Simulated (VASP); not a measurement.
# Tl (Im-3m) in VASP: notebook

Tl is run at these levels: PBE; tasks: single point.

All numbers are computed with VASP 6.6.1; they aren't measurements. Logs are shortened: lines on timing, memory, paths and dates and some standing lists are left out, and cuts for length are marked.

## 1. The cell of the first run

It takes space group Im-3m (No. 229, cubic). Conventional cell: a = 4.056 Å, b = 4.056 Å, c = 4.056 Å, α = 90.00°, β = 90.00°, γ = 90.00°. Within 4.6 Å of Tl (site symmetry m-3m) lie 14 Tl at 3.51 to 4.06 Å.

This isn't the form of Tl at room conditions, which is hcp.

## 2. Single point, PBE

Contents of INCAR:

```
PREC     = Accurate       # precision mode
ENCUT    = 520            # plane-wave cutoff, eV
EDIFF    = 1E-6           # SCF threshold, eV
ISMEAR   = -1             # smearing method
SIGMA    = 0.06122561905347299 # smearing width, eV
LREAL    = F              # projectors in reciprocal space
LASPH    = T              # aspherical terms in the spheres
NELM     = 80             # most SCF steps
ALGO     = Normal         # electronic algorithm
ISIF     = 2              # what is computed and relaxed
LWAVE    = F              # write WAVECAR
LCHARG   = F              # write CHGCAR
GGA      = PE             # functional
NBANDS   = 12             # bands
```

Contents of KPOINTS:

```
Automatic mesh
0
Gamma
  13 13 13
```

Contents of POSCAR:

```
Tl
1.0
   -2.0277822448      2.0277822448      2.0277822448
    2.0277822448     -2.0277822448      2.0277822448
    2.0277822448      2.0277822448     -2.0277822448
Tl
1
Direct
    0.0000000000      0.0000000000      0.0000000000
```

Potentials or basis: VASP PAW PBE potentials, release 64 (Tl_d).

Started as:

```console
cat potpaw_PBE.64/Tl_d/POTCAR > POTCAR
mpirun -np 1 vasp_std > vasp.out
```

OUTCAR:

```text
PREC = Accurate
   ENCUT = 520
   EDIFF = 1E-6
   ISMEAR = -1
   LREAL = F
   LASPH = T
   NELM = 80
   ISIF = 2
   GGA = PE

 ion  position               nearest neighbor table
   1  0.000  0.000  0.000-

  LATTYP: Found a body centered cubic cell.
 ALAT       =     4.0555644896

  Lattice vectors:

 A1 = (  -2.0277822448,   2.0277822448,   2.0277822448)
 A2 = (   2.0277822448,  -2.0277822448,   2.0277822448)
 A3 = (   2.0277822448,   2.0277822448,  -2.0277822448)

Analysis of symmetry for initial positions (statically):
=====================================================================
 Subroutine PRICEL returns:
 Original cell was already a primitive cell.

 Routine SETGRP: Setting up the symmetry group for a
 body centered cubic supercell.

 Subroutine GETGRP returns: Found 48 space group operations
 (whereof 48 operations were pure point group operations)
 out of a pool of 48 trial point group operations.

The static configuration has the point symmetry O_h .

Analysis of symmetry for dynamics (positions and initial velocities):
=====================================================================
 Subroutine PRICEL returns:
 Original cell was already a primitive cell.

 Routine SETGRP: Setting up the symmetry group for a
 body centered cubic supercell.

 Subroutine GETGRP returns: Found 48 space group operations
 (whereof 48 operations were pure point group operations)
 out of a pool of 48 trial point group operations.

The dynamic configuration has the point symmetry O_h .

 Subroutine INISYM returns: Found 48 space group operations
 (whereof 48 operations are pure point group operations),
 and found     1 'primitive' translations

----------------------------------------------------------------------------------------

                                     Primitive cell

  volume of cell :      33.3522

  direct lattice vectors                    reciprocal lattice vectors
    -2.027782245  2.027782245  2.027782245     0.000000000  0.246574799  0.246574799
     2.027782245 -2.027782245  2.027782245     0.246574799  0.000000000  0.246574799
     2.027782245  2.027782245 -2.027782245     0.246574799  0.246574799  0.000000000

  length of vectors
     3.512221875  3.512221875  3.512221875     0.348709425  0.348709425  0.348709425

  position of ions in fractional coordinates (direct lattice)
     0.000000000  0.000000000  0.000000000

  ion indices of the primitive-cell ions
   primitive index   ion index
                 1           1

----------------------------------------------------------------------------------------

 KPOINTS: Automatic mesh

Automatic generation of k-mesh.
 Grid dimensions read from file:
 generate k-points for:   13   13   13

 Generating k-lattice:

  Cartesian coordinates                     Fractional coordinates (reciprocal lattice)
     0.000000000  0.018967292  0.018967292     0.076923077  0.000000000  0.000000000
     0.018967292  0.000000000  0.018967292     0.000000000  0.076923077  0.000000000
     0.018967292  0.018967292  0.000000000     0.000000000  0.000000000  0.076923077

  Length of vectors
     0.026823802  0.026823802  0.026823802

  Shift w.r.t. Gamma in fractional coordinates (k-lattice)
     0.000000000  0.000000000  0.000000000

 Subroutine IBZKPT returns following result:
 ===========================================

 Found     84 irreducible k-points:

 Following reciprocal coordinates:
            Coordinates               Weight
  0.000000  0.000000  0.000000      1.000000
  0.076923  0.000000  0.000000     12.000000
  0.153846  0.000000  0.000000     12.000000
  0.230769  0.000000  0.000000     12.000000
  0.307692  0.000000  0.000000     12.000000
  0.384615  0.000000  0.000000     12.000000
[... 16 lines left out ...]
  0.153846  0.076923  0.076923     24.000000
  0.230769  0.076923  0.076923     24.000000
 [... further k-points ...]
   k-points           NKPTS =     84   k-points in BZ     NKDIM =     84   number of bands    NBANDS=     12
   number of dos      NEDOS =    301   number of ions     NIONS =      1
   total plane-waves  NPLWV =  21952
   dimension x,y,z NGX =    28 NGY =   28 NGZ =   28
   dimension x,y,z NGXF=    56 NGYF=   56 NGZF=   56
   ions per type =               1
   NGX,Y,Z   is equivalent  to a cutoff of  13.25, 13.25, 13.25 a.u.
   NGXF,Y,Z  is equivalent  to a cutoff of  26.51, 26.51, 26.51 a.u.
 SYSTEM =  unknown system
   PREC   = accura    normal or accurate (medium, high low for compatibility)
   ISTART =      0    job   : 0-new  1-cont  2-samecut
   ICHARG =      2    charge: 1-file 2-atom 10-const
   ISPIN  =      1    spin polarized calculation?
   LNONCOLLINEAR =      F non collinear calculations
   LSORBIT =      F    spin-orbit coupling
   LASPH  =      T    aspherical Exc in radial PAW
   ENCUT  =  520.0 eV  38.22 Ry    6.18 a.u.   6.53  6.53  6.53*2*pi/ulx,y,z
   NELM   =     80;   NELMIN=  2; NELMDL= -5     # of ELM steps
   EDIFF  = 0.1E-05   stopping-criterion for ELM
   LREAL  =      F    real-space projection
   EDIFFG = 0.1E-04   stopping-criterion for IOM
   NSW    =      0    number of steps for IOM
   IBRION =     -1    ionic relax: 0-MD 1-quasi-New 2-CG
   NFREE  =      0    steps in history (QN), initial steepest desc. (CG)
   ISIF   =      2    stress and relaxation
   ISYM   =      2    0-nonsym 1-usesym 2-fastsym
   POTIM  = 0.5000    time-step for ionic-motion
   TEBEG  =    0.0;   TEEND  =   0.0 temperature during run
   PSTRESS=    0.0 pullay stress
   NELECT =      13.0000    total number of electrons
   NUPDOWN=      -1.0000    fix difference up-down
   EMIN   =  10.00;   EMAX   =-10.00  energy-range for DOS
   EFERMI =   0.00;   METHOD = LEGACY
   ISMEAR =    -1;   SIGMA  =   0.06  broadening in eV -4-tet -1-fermi 0-gaus
   EFERMI_NEDOS =   21; number of points for ismear=-14 and -15
   IALGO  =     38    algorithm
   IMIX   =      4    mixing-type and parameters
     AMIX     =   0.40;   BMIX     =  1.00
     AMIX_MAG =   1.60;   BMIX_MAG =  1.00
  volume/ion in A,a.u.               =      33.35       225.07
  Fermi-wavevector in a.u.,A,eV,Ry     =   1.195863  2.259853 19.457521  1.430087
  Thomas-Fermi vector in A             =   2.331817
   LORBIT       =      0    0 simple, 1 ext, 2 COOP (PROOUT), +10 PAW based schemes
   GGA     = PE    functional components
   LHFCALC =     F    Hartree Fock is set to
   AEXX    =    0.0000 exact exchange contribution
   IVDW    =     0    specifies the selected vdW correction
   LEPSILON=     F    determine dielectric tensor
   LRPA    =     F    only Hartree local field effects (RPA)
 non-spin polarized calculation
  energy-cutoff  :      520.00
  volume of cell :       33.35
 maximum number of plane-waves:       935
 NGX is ok and might be reduce to    28
   NGX = 13   NGY = 13   NGZ = 13

 number of electron      13.0000001 magnetization

 Free energy of the ion-electron system (eV)
  ---------------------------------------------------
  ext. energy  EPLUGINS =         0.00000000
  ---------------------------------------------------
  free energy    TOTEN  =        -2.21476409 eV

  energy without entropy =       -2.20666036  energy(sigma->0) =       -2.21071223

 E-fermi :   5.1036     XC(G=0):  -9.4450

 val. band max:        5.0817101668   @ k =  -0.4615   0.4615   0.3077
 cond. band min:       5.1277738371   @ k =  -0.3846  -0.3846   0.1538
 fundamental gap:      0.0460636703
 Fermi energy:         5.1035559782

 k-point     1 :       0.0000    0.0000    0.0000
  band No.  band energies     occupation
      1      -6.4162      2.00000
      2      -6.4162      2.00000
      3      -6.4162      2.00000
      4      -6.1203      2.00000
      5      -6.1203      2.00000
      6      -3.9999      2.00000
      7      14.3738      0.00000
      8      14.3738      0.00000
      9      14.3738      0.00000
     10      17.0289      0.00000
     11      17.0289      0.00000
     12      17.0289      0.00000

 k-point     2 :       0.0769    0.0000    0.0000
  band No.  band energies     occupation
      1      -6.4231      2.00000
      2      -6.4100      2.00000
      3      -6.3899      2.00000
      4      -6.1278      2.00000
      5      -6.1205      2.00000
      6      -3.8840      2.00000
      7      13.1513      0.00000
      8      13.9725      0.00000
      9      14.1825      0.00000
     10      16.3936      0.00000
     11      16.8265      0.00000
     12      16.9377      0.00000

 k-point     3 :       0.1538    0.0000    0.0000
  band No.  band energies     occupation
      1      -6.4422      2.00000
      2      -6.3991      2.00000
      3      -6.3162      2.00000
      4      -6.1459      2.00000
      5      -6.1211      2.00000
      6      -3.5326      2.00000
      7      10.9184      0.00000
      8      13.0818      0.00000
      9      13.6544      0.00000
     10      15.5722      0.00000
     11      16.4200      0.00000
     12      17.0418      0.00000
[... 286 lines left out ...]
 k-point    23 :       0.1538    0.0769    0.0769
  band No.  band energies     occupation
      1      -6.4574      2.00000
      2      -6.4206      2.00000
      3      -6.1883      2.00000
      4      -6.1483      2.00000
      5      -6.1293      2.00000
      6      -2.7048      2.00000
      7       8.3274      0.00000
      8      10.9142      0.00000
      9      11.5942      0.00000
     10      16.8645      0.00000
     11      17.4059      0.00000
     12      17.9313      0.00000

 k-point    24 :       0.2308    0.0769    0.0769
  band No.  band energies     occupation
      1      -6.4837      2.00000
      2      -6.4200      2.00000
      3      -6.1551      2.00000
      4      -6.1250      2.00000
      5      -6.1023      2.00000
      6      -1.8984      2.00000
      7       6.4509      0.00000
      8       9.8753      0.00000
      9      10.9919      0.00000
     10      16.4868      0.00000
     11      17.3590      0.00000
     12      18.6073      0.00000

 [... further k-points ...]
[... 5 lines left out ...]
  --------------------------------------------------------------------------------------
  -------------------------------------------------------------------------------------
  Total       -0.2847027     -0.2847027     -0.2847027      0.0000000     -0.0000000     -0.0000000
  in kB      -13.6766038    -13.6766038    -13.6766038      0.0000000     -0.0000000     -0.0000000
  external PRESSURE =     -13.6766038 kB  Pullay stress =       0.0000000 kB

 VOLUME and BASIS-vectors are now :
 -----------------------------------------------------------------------------
  energy-cutoff  :      520.00
  volume of cell :       33.35
      direct lattice vectors                 reciprocal lattice vectors
    -2.027782245  2.027782245  2.027782245     0.000000000  0.246574799  0.246574799
     2.027782245 -2.027782245  2.027782245     0.246574799  0.000000000  0.246574799
     2.027782245  2.027782245 -2.027782245     0.246574799  0.246574799  0.000000000

 POSITION                                       TOTAL-FORCE (eV/Angst)
 -----------------------------------------------------------------------------------
      0.00000      0.00000      0.00000        -0.000000      0.000000      0.000000
 -----------------------------------------------------------------------------------
    total drift:                                0.000000      0.000000      0.000000

  FREE ENERGIE OF THE ION-ELECTRON SYSTEM (eV)
  ---------------------------------------------------
  free  energy   TOTEN  =        -2.2147640939 eV

  energy  without entropy=       -2.2066603633  energy(sigma->0) =       -2.21071223
```

It took 20 s on 1 thread of AMD EPYC 7R13 (Zen 3), shared host; peak memory 0.14 GiB.

What came out:

```yaml
Free_energy: -2.2148 eV
Pressure: -1.4 GPa
Band_gap_on_the_k_mesh: zero (an odd number of electrons rules out a gap without spin polarisation)
```

Levels at points of the mesh, in eV from the Fermi level:
| k point | band 3 | band 4 | band 5 | band 6 | band 7 | band 8 | band 9 | band 10 |
| --- | --- | --- | --- | --- | --- | --- | --- | --- |
| (0.00, 0.00, 0.00) | -11.52 | -11.22 | -11.22 | -9.10 | 9.27 | 9.27 | 9.27 | 11.93 |

Caveat: spin-orbit coupling is left out, which moves the levels of the heavy elements.

## 3. Single point, PBE

This run uses another cell than the first one, of 29.58 Å³/atom.

Contents of INCAR:

```
ALGO = Normal ; EDIFF = 1E-6
ENCUT = 520 ; GGA = PE
ISIF = 2 ; ISMEAR = -1
LASPH = True ; LCHARG = False
LREAL = False ; LWAVE = False
NBANDS = 12 ; NELM = 60
PREC = Accurate ; SIGMA = 0.06122561905347299
```

Contents of KPOINTS:

```
k-points
0
Gamma
  20 20 20
```

Contents of POSCAR:

```
Tl
1.0
   -1.9481780484      1.9481780484      1.9481780484
    1.9481780484     -1.9481780484      1.9481780484
    1.9481780484      1.9481780484     -1.9481780484
Tl
1
Direct
    0.0000000000      0.0000000000      0.0000000000
```

Potentials or basis: VASP PAW PBE potentials, release 64 (Tl_d).

Started as:

```console
cat potpaw_PBE.64/Tl_d/POTCAR > POTCAR
mpirun -np 1 vasp_std > vasp.out
```

It took 61 s on 1 thread of AMD EPYC 7R13 (Zen 3), shared host; peak memory 0.19 GiB.

The run converged. Its results:

| Property | Result |
| --- | --- |
| Free energy | -2.2139 eV |
| Pressure | 1.8 GPa |
| Band gap on the k mesh | zero (an odd number of electrons rules out a gap without spin polarisation) |

Levels at points of the mesh, in eV from the Fermi level:
```csv
k point,band 2,band 3,band 4,band 5,band 6,band 7,band 8,band 9,band 10,band 11
"(0.00, 0.00, 0.00)",-11.64,-11.64,-11.24,-11.24,-9.82,10.48,10.48,10.48,12.26,12.26
"(0.50, 0.00, 0.00)",-11.77,-11.27,-11.24,-10.98,-5.04,-2.61,5.69,7.05,9.85,11.07
"(0.50, 0.50, 0.50)",-11.82,-11.04,-11.04,-11.04,-1.78,1.44,1.44,1.44,6.40,6.40
```

Caveat: spin-orbit coupling is left out, which moves the levels of the heavy elements.
